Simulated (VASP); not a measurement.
# TiCo2 (Fd-3m) in VASP: notebook

The runs below take TiCo2 through single point, relaxation of cell and atoms, with PBEsol.

Everything below comes from runs of VASP 6.6.1. Logs are shortened: lines on timing, memory, paths and dates and some standing lists are left out, and cuts for length are marked.

## 1. The cell of the first run

It takes space group Fd-3m (No. 227, cubic). The conventional cell has a = 6.553 Å, b = 6.553 Å, c = 6.553 Å, α = 90.00°, β = 90.00°, γ = 90.00°. Within 3.6 Å of Ti (site symmetry -43m) lie 12 Co at 2.72 Å and 4 Ti at 2.84 Å. Within 3.1 Å of Co (site symmetry -3m) lie 6 Co at 2.32 Å and 6 Ti at 2.72 Å.

## 2. Single point, PBEsol, collinear spin, ferrimagnetic start

File INCAR:

```
PREC = Accurate ; ENCUT = 520
EDIFF = 1E-6 ; ISMEAR = 0
SIGMA = 0.1 ; LREAL = F
LASPH = T ; NELM = 150
ALGO = Fast ; ISIF = 2
LWAVE = F ; LCHARG = F
ISPIN = 2 ; MAGMOM = -0.33 -0.33 0.85 0.85 0.85 0.85
LORBIT = 11 ; LMAXMIX = 4
GGA = PS ; NBANDS = 43
```

File KPOINTS:

```
regular mesh
0
Gamma
  6 6 6
```

File POSCAR:

```
TiCo2
1.0
    0.0000000000      3.2763183460      3.2763183460
    3.2763183460      0.0000000000      3.2763183460
    3.2763183460      3.2763183460      0.0000000000
Ti Co
2 4
Direct
    0.5000000000      0.5000000000      0.5000000000
    0.7500000000      0.7500000000      0.7500000000
    0.1250000000      0.1250000000      0.1250000000
    0.6250000000      0.1250000000      0.1250000000
    0.1250000000      0.1250000000      0.6250000000
    0.1250000000      0.6250000000      0.1250000000
```

Potentials or basis: VASP PAW PBE potentials, release 64 (Ti_sv, Co).

Command:

```console
$ cat potpaw_PBE.64/Ti_sv/POTCAR potpaw_PBE.64/Co/POTCAR > POTCAR
$ mpirun -np 1 vasp_std > vasp.out
```

OUTCAR:

```text
PREC = Accurate
   ENCUT = 520
   EDIFF = 1E-6
   ISMEAR = 0
   LREAL = F
   LASPH = T
   NELM = 150
   ISIF = 2
   ISPIN = 2
   LORBIT = 11
   GGA = PS

 ion  position               nearest neighbor table
   1  0.500  0.500  0.500-   3 2.72   5 2.72   6 2.72   3 2.72   4 2.72   5 2.72   3 2.72   4 2.72
                             6 2.72   4 2.72   5 2.72   6 2.72   2 2.84   2 2.84   2 2.84   2 2.84
   2  0.750  0.750  0.750-   4 2.72   5 2.72   6 2.72   3 2.72   4 2.72   6 2.72   3 2.72   4 2.72
                             5 2.72   3 2.72   5 2.72   6 2.72   1 2.84   1 2.84   1 2.84   1 2.84
   3  0.125  0.125  0.125-   4 2.32   5 2.32   6 2.32   5 2.32   6 2.32   4 2.32   1 2.72   2 2.72
                             1 2.72   2 2.72   1 2.72   2 2.72
   4  0.625  0.125  0.125-   3 2.32   5 2.32   6 2.32   3 2.32   5 2.32   6 2.32   2 2.72   1 2.72
                             1 2.72   2 2.72   2 2.72   1 2.72
   5  0.125  0.125  0.625-   3 2.32   3 2.32   4 2.32   6 2.32   6 2.32   4 2.32   1 2.72   2 2.72
                             1 2.72   2 2.72   1 2.72   2 2.72
   6  0.125  0.625  0.125-   3 2.32   5 2.32   3 2.32   4 2.32   5 2.32   4 2.32   2 2.72   1 2.72
                             2 2.72   2 2.72   1 2.72   1 2.72

  LATTYP: Found a face centered cubic cell.
 ALAT       =     6.5526366920

  Lattice vectors:

 A1 = (   0.0000000000,   3.2763183460,   3.2763183460)
 A2 = (   3.2763183460,   0.0000000000,   3.2763183460)
 A3 = (   3.2763183460,   3.2763183460,   0.0000000000)

Analysis of symmetry for initial positions (statically):
=====================================================================
 Subroutine PRICEL returns:
 Original cell was already a primitive cell.

 Routine SETGRP: Setting up the symmetry group for a
 face centered cubic supercell.

 Subroutine GETGRP returns: Found 48 space group operations
 (whereof 24 operations were pure point group operations)
 out of a pool of 48 trial point group operations.

The static configuration has the point symmetry T_d .
 The point group associated with its full space group is O_h .

Analysis of symmetry for dynamics (positions and initial velocities):
=====================================================================
 Subroutine PRICEL returns:
 Original cell was already a primitive cell.

 Routine SETGRP: Setting up the symmetry group for a
 face centered cubic supercell.

 Subroutine GETGRP returns: Found 48 space group operations
 (whereof 24 operations were pure point group operations)
 out of a pool of 48 trial point group operations.

The dynamic configuration has the point symmetry T_d .
 The point group associated with its full space group is O_h .

Analysis of structural, dynamic, and magnetic symmetry:
[... 153 lines left out ...]
 Free energy of the ion-electron system (eV)
  ---------------------------------------------------
  ext. energy  EPLUGINS =         0.00000000
  ---------------------------------------------------
  free energy    TOTEN  =       -49.74269425 eV

  energy without entropy =      -49.69622893  energy(sigma->0) =      -49.71946159

 E-fermi :  10.6183     XC(G=0): -13.3249

 val. band max:       10.6070345616   @ k =  -0.3333   0.1667   0.0000
 cond. band min:      10.6221834603   @ k =   0.5000   0.3333   0.1667
 fundamental gap:      0.0151488987
 Fermi energy:        10.6182768138

 spin component 1

 k-point     1 :       0.0000    0.0000    0.0000
  band No.  band energies     occupation
      1     -46.2248      1.00000
      2     -46.1151      1.00000
      3     -22.6421      1.00000
      4     -22.6421      1.00000
      5     -22.6421      1.00000
      6     -22.4113      1.00000
[... 709 lines left out ...]
     41      13.1600      0.00000
     42      13.1600      0.00000
 Fermi energy:        10.6182768138

 spin component 2

 k-point     1 :       0.0000    0.0000    0.0000
  band No.  band energies     occupation
      1     -46.2315      1.00000
      2     -46.1218      1.00000
      3     -22.6490      1.00000
      4     -22.6490      1.00000
      5     -22.6490      1.00000
      6     -22.4181      1.00000
[... 709 lines left out ...]
     41      13.1608      0.00000
     42      13.1608      0.00000
 [bands above 42 left out]

------------------------ aborting loop because EDIFF is reached ----------------------------------------

  FORCE on cell =-STRESS in cart. coord.  units (eV):
  Direction    XX          YY          ZZ          XY          YZ          ZX
  --------------------------------------------------------------------------------------
  -------------------------------------------------------------------------------------
  Total       -0.2834041     -0.2834041     -0.2834041      0.0000000      0.0000000     -0.0000000
  in kB       -6.4554774     -6.4554774     -6.4554774      0.0000000      0.0000000     -0.0000000
  external PRESSURE =      -6.4554774 kB  Pullay stress =       0.0000000 kB

 VOLUME and BASIS-vectors are now :
 -----------------------------------------------------------------------------
  energy-cutoff  :      520.00
  volume of cell :       70.34
      direct lattice vectors                 reciprocal lattice vectors
     0.000000000  3.276318346  3.276318346    -0.152610323  0.152610323  0.152610323
     3.276318346  0.000000000  3.276318346     0.152610323 -0.152610323  0.152610323
     3.276318346  3.276318346  0.000000000     0.152610323  0.152610323 -0.152610323

 POSITION                                       TOTAL-FORCE (eV/Angst)
 -----------------------------------------------------------------------------------
      3.27632      3.27632      3.27632        -0.000000     -0.000000     -0.000000
      4.91448      4.91448      4.91448         0.000000      0.000000      0.000000
      0.81908      0.81908      0.81908        -0.000000      0.000000      0.000000
      0.81908      2.45724      2.45724        -0.000000      0.000000      0.000000
      2.45724      2.45724      0.81908        -0.000000      0.000000      0.000000
      2.45724      0.81908      2.45724        -0.000000      0.000000      0.000000
 -----------------------------------------------------------------------------------
    total drift:                                0.000000      0.000000      0.000000

  FREE ENERGIE OF THE ION-ELECTRON SYSTEM (eV)
  ---------------------------------------------------
  free  energy   TOTEN  =       -49.7426942475 eV

  energy  without entropy=      -49.6962289348  energy(sigma->0) =      -49.71946159

 total charge

# of ion       s       p       d       tot
------------------------------------------
    1        2.230   6.167   1.865  10.262
    2        2.230   6.167   1.865  10.262
    3        0.566   0.610   7.354   8.529
    4        0.566   0.610   7.354   8.529
    5        0.566   0.610   7.354   8.529
    6        0.566   0.610   7.354   8.529
--------------------------------------------------
tot          6.724  14.773  33.144  54.641

 magnetization (x)

# of ion       s       p       d       tot
------------------------------------------
    1       -0.000  -0.001  -0.007  -0.008
    2       -0.000  -0.001  -0.007  -0.008
    3       -0.000  -0.000   0.034   0.033
    4       -0.000  -0.000   0.034   0.033
    5       -0.000  -0.000   0.034   0.033
    6       -0.000  -0.000   0.034   0.033
--------------------------------------------------
tot         -0.000  -0.002   0.120   0.118
```

Wall time 2.4 min (1 thread of Intel Xeon 6975P-C (Granite Rapids), shared host); peak memory 0.28 GiB.

What came out:

- Free energy: -49.7427 eV
- Pressure: -0.6 GPa
- Net moment: 0.11 μB per cell
- Site moments: Ti -0.01; Co +0.03 μB
- Valence electrons inside the program's atomic spheres: Ti 10.26; Co 8.53

Caveat: the PAW data sets were made with another functional, which shifts forces and pressure a little.

## 3. Relaxation of cell and atoms, PBEsol, target pressure 40 GPa, at which the enthalpy is minimised

This run uses another cell than the first one, of 10.26 Å³/atom, 0.875 times its volume.

File INCAR:

```
SYSTEM = TiCo2
  PREC = Accurate
  ENCUT = 600
  EDIFF = 1E-6
  ISMEAR = 0
  SIGMA = 0.1
  LREAL = .FALSE.
  LASPH = .TRUE.
  NELM = 80
  ALGO = Fast
  ISIF = 3
  LWAVE = .FALSE.
  LCHARG = .FALSE.
  GGA = PS
  IBRION = 2
  NSW = 70
  EDIFFG = -0.008
  PSTRESS = 400.0
```

File KPOINTS:

```
regular mesh
0
G
  10 10 10
  0 0 0
```

POSCAR: that of step 2 with these lines changed.

```diff
@@ -2,5 +2,5 @@
 1.0
-    0.0000000000      3.2763183460      3.2763183460
-    3.2763183460      0.0000000000      3.2763183460
-    3.2763183460      3.2763183460      0.0000000000
+    0.0000000000      3.1339467373      3.1339467373
+    3.1339467373      0.0000000000      3.1339467373
+    3.1339467373      3.1339467373      0.0000000000
 Ti Co
```

Potentials or basis: VASP PAW PBE potentials, release 64 (Ti_sv, Co).

Command:

```console
$ cat potpaw_PBE.64/Ti_sv/POTCAR potpaw_PBE.64/Co/POTCAR > POTCAR
$ mpirun -np 1 vasp_std > vasp.out
```

OUTCAR:

```text
SYSTEM = TiCo2
   PREC = Accurate
   ENCUT = 600
   EDIFF = 1E-6
   ISMEAR = 0
   LREAL = .FALSE.
   LASPH = .TRUE.
   NELM = 80
   ISIF = 3
   GGA = PS
   IBRION = 2
   NSW = 70
   EDIFFG = -0.008
   PSTRESS = 400.0

 ion  position               nearest neighbor table
   1  0.500  0.500  0.500-   3 2.60   5 2.60   6 2.60   3 2.60   4 2.60   5 2.60   3 2.60   4 2.60
                             6 2.60   4 2.60   5 2.60   6 2.60   2 2.71   2 2.71   2 2.71   2 2.71
   2  0.750  0.750  0.750-   4 2.60   5 2.60   6 2.60   3 2.60   4 2.60   6 2.60   3 2.60   4 2.60
                             5 2.60   3 2.60   5 2.60   6 2.60   1 2.71   1 2.71   1 2.71   1 2.71
   3  0.125  0.125  0.125-   4 2.22   5 2.22   6 2.22   5 2.22   6 2.22   4 2.22   1 2.60   2 2.60
                             1 2.60   2 2.60   1 2.60   2 2.60
   4  0.625  0.125  0.125-   3 2.22   5 2.22   6 2.22   3 2.22   5 2.22   6 2.22   2 2.60   1 2.60
                             1 2.60   2 2.60   2 2.60   1 2.60
   5  0.125  0.125  0.625-   3 2.22   3 2.22   4 2.22   6 2.22   6 2.22   4 2.22   1 2.60   2 2.60
                             1 2.60   2 2.60   1 2.60   2 2.60
   6  0.125  0.625  0.125-   3 2.22   5 2.22   3 2.22   4 2.22   5 2.22   4 2.22   2 2.60   1 2.60
                             2 2.60   2 2.60   1 2.60   1 2.60

  LATTYP: Found a face centered cubic cell.
 ALAT       =     6.2678934746

  Lattice vectors:

 A1 = (   0.0000000000,   3.1339467373,   3.1339467373)
 A2 = (   3.1339467373,   0.0000000000,   3.1339467373)
 A3 = (   3.1339467373,   3.1339467373,   0.0000000000)

Analysis of symmetry for initial positions (statically):
=====================================================================
 Subroutine PRICEL returns:
 Original cell was already a primitive cell.

 Routine SETGRP: Setting up the symmetry group for a
 face centered cubic supercell.

 Subroutine GETGRP returns: Found 48 space group operations
 (whereof 24 operations were pure point group operations)
 out of a pool of 48 trial point group operations.

[... 145 lines left out ...]
  volume/ion in A,a.u.               =      10.26        69.24
  Fermi-wavevector in a.u.,A,eV,Ry     =   1.623144  3.067297 35.845848  2.634595
  Thomas-Fermi vector in A             =   2.716642
   LORBIT       =      0    0 simple, 1 ext, 2 COOP (PROOUT), +10 PAW based schemes
   GGA     = PS    functional components
   LHFCALC =     F    Hartree Fock is set to
   AEXX    =    0.0000 exact exchange contribution
   IVDW    =     0    specifies the selected vdW correction
   LEPSILON=     F    determine dielectric tensor
   LRPA    =     F    only Hartree local field effects (RPA)
 conjugate gradient relaxation of ions
 non-spin polarized calculation
 RMM-DIIS sequential band-by-band and
 Gauss-broadening in eV      SIGMA  =   0.10
  energy-cutoff  :      600.00
  volume of cell :       61.56
 maximum number of plane-waves:      2085
   NGX = 17   NGY = 17   NGZ = 17

--------------------------------------- Ionic step        1  -------------------------------------------

 number of electron      59.9999976 magnetization

 Free energy of the ion-electron system (eV)
  ---------------------------------------------------
  ext. energy  EPLUGINS =         0.00000000
  ---------------------------------------------------
  free energy    TOTEN  =       -48.79567986 eV

  energy without entropy =      -48.76073702  energy(sigma->0) =      -48.77820844

------------------------ aborting loop because EDIFF is reached ----------------------------------------

  FORCE on cell =-STRESS in cart. coord.  units (eV):
  Direction    XX          YY          ZZ          XY          YZ          ZX
  --------------------------------------------------------------------------------------
  -------------------------------------------------------------------------------------
  Total       15.2652316     15.2652316     15.2652316      0.0000000     -0.0000000     -0.0000000
  in kB      397.2913884    397.2913884    397.2913884      0.0000000     -0.0000000     -0.0000000
  external PRESSURE =      -2.7086116 kB  Pullay stress =     400.0000000 kB
[... 71 lines left out ...]
--------------------------------------- Ionic step        3  -------------------------------------------

 number of electron      59.9999977 magnetization

 Free energy of the ion-electron system (eV)
  ---------------------------------------------------
  ext. energy  EPLUGINS =         0.00000000
  ---------------------------------------------------
  free energy    TOTEN  =       -48.78419689 eV

  energy without entropy =      -48.74928353  energy(sigma->0) =      -48.76674021

 E-fermi :  12.6550     XC(G=0): -14.1040

 val. band max:       12.6440531465   @ k =   0.5000   0.4000   0.0000
 cond. band min:      12.6613070693   @ k =   0.4000   0.3000   0.0000
 fundamental gap:      0.0172539228
 Fermi energy:        12.6550344759

 k-point     1 :       0.0000    0.0000    0.0000
  band No.  band energies     occupation
      1     -43.9532      2.00000
      2     -43.7662      2.00000
      3     -20.4483      2.00000
      4     -20.4483      2.00000
      5     -20.4483      2.00000
      6     -20.0964      2.00000
[... 925 lines left out ...]
     35      13.9601      0.00000
     36      14.6462      0.00000

 [... further k-points ...]
[... 5 lines left out ...]
  --------------------------------------------------------------------------------------
  -------------------------------------------------------------------------------------
  Total       15.3738118     15.3738118     15.3738118      0.0000000     -0.0000000      0.0000000
  in kB      400.4176685    400.4176685    400.4176685      0.0000000     -0.0000000      0.0000000
  external PRESSURE =       0.4176685 kB  Pullay stress =     400.0000000 kB
[... 25 lines left out ...]
  energy  without entropy=      -48.7492835276  energy(sigma->0) =      -48.76674021

  enthalpy is  TOTEN    =       -33.4264212545 eV   P V=       15.3577756332

 reached required accuracy - stopping structural energy minimisation
```

OSZICAR:

```text
N       E                     dE             d eps       ncg     rms          rms(c)
DAV:   1     0.636537542678E+03    0.63654E+03   -0.30495E+04  3384   0.255E+03
DAV:   2     0.224032194275E+02   -0.61413E+03   -0.60152E+03  3384   0.582E+02
DAV:   3    -0.478425229267E+02   -0.70246E+02   -0.67523E+02  4676   0.208E+02
[... 46 lines left out ...]
RMM:   5    -0.487841853632E+02    0.46697E-04   -0.35582E-04  3846   0.195E-01    0.324E-02
RMM:   6    -0.487841912770E+02   -0.59138E-05   -0.15436E-04  4965   0.712E-02    0.887E-03
RMM:   7    -0.487841957296E+02   -0.44526E-05   -0.32499E-05  4470   0.382E-02    0.134E-02
RMM:   8    -0.487841968155E+02   -0.10859E-05   -0.17017E-05  4429   0.259E-02    0.420E-03
RMM:   9    -0.487841968877E+02   -0.72205E-07   -0.51124E-06  2929   0.143E-02
   3 F= -.33426421E+02 E0= -.33408965E+02  d E =-.467164E-04
```

CONTCAR:

```text
TiCo2
   1.00000000000000
    -0.0000000000000000    3.1331628706192225    3.1331628706192225
     3.1331628706192225   -0.0000000000000000    3.1331628706192225
     3.1331628706192225    3.1331628706192225    0.0000000000000000
  Ti              Co
     2     4
Direct
     0.5000000000000000    0.5000000000000000    0.5000000000000000
     0.7500000000000000    0.7500000000000000    0.7500000000000000
     0.1250000000000000    0.1250000000000000    0.1250000000000000
     0.6250000000000000    0.1250000000000000    0.1250000000000000
     0.1250000000000000    0.1250000000000000    0.6250000000000000
     0.1250000000000000    0.6250000000000000    0.1250000000000000

  0.00000000E+00  0.00000000E+00  0.00000000E+00
  0.00000000E+00  0.00000000E+00  0.00000000E+00
  0.00000000E+00  0.00000000E+00  0.00000000E+00
  0.00000000E+00  0.00000000E+00  0.00000000E+00
  0.00000000E+00  0.00000000E+00  0.00000000E+00
  0.00000000E+00  0.00000000E+00  0.00000000E+00
```

Wall time 3.9 min (1 thread of Intel Xeon 6975P-C (Granite Rapids), shared host); peak memory 0.28 GiB.

Results:

```
Free energy                                            : -48.7842 eV
Relaxed volume                                         : 10.25 Å³/atom
Relaxed cell                                           : a = 4.431 Å, b = 4.431 Å, c = 4.431 Å, α = 60.00°, β = 60.00°, γ = 60.00°
Space group after relaxing (to 0.05 Å)                 : Fd-3m (No. 227)
Energy change on relaxing (the enthalpy is what falls) : +1.9 meV/atom
Ionic steps                                            : 3
Pressure after relaxing                                : 40.0 GPa
Band gap on the k mesh                                 : zero (band 30 reaches 12.87 eV, above the bottom of band 31 at 11.96 eV)
```

The path:
```
step  energy change (eV)  largest force (eV/Å)  pressure (GPa)  volume (Å³)
   1              0.0000                0.0000           39.73        61.56
   2              0.0387                0.0000           40.73        61.41
   3              0.0115                0.0000           40.04        61.51
```

Final structure:
```
Ti Co
1.0
     0.00000    3.13316    3.13316
     3.13316    0.00000    3.13316
     3.13316    3.13316    0.00000
Ti Co
2 4
Direct
  0.50000 0.50000 0.50000
  0.75000 0.75000 0.75000
  0.12500 0.12500 0.12500
  0.62500 0.12500 0.12500
  0.12500 0.12500 0.62500
  0.12500 0.62500 0.12500
```

Levels at points of the mesh, in eV from the Fermi level:
| k point | band 28 | band 29 | band 30 | band 31 | band 32 | band 33 |
| --- | --- | --- | --- | --- | --- | --- |
| (0.00, 0.00, 0.00) | -0.79 | -0.69 | -0.69 | -0.69 | 1.05 | 1.05 |
| (0.50, 0.00, 0.00) | -0.46 | -0.46 | 0.07 | 0.07 | 0.64 | 0.64 |
| (0.50, 0.50, 0.00) | -0.71 | -0.65 | -0.65 | -0.03 | -0.03 | 1.07 |

Caveat: the cell is relaxed towards a set pressure, so the enthalpy falls and the energy may rise; the PAW data sets were made with another functional, which shifts forces and pressure a little. Spin polarisation is off, so any magnetic state and its effect on volume and gap are missing.
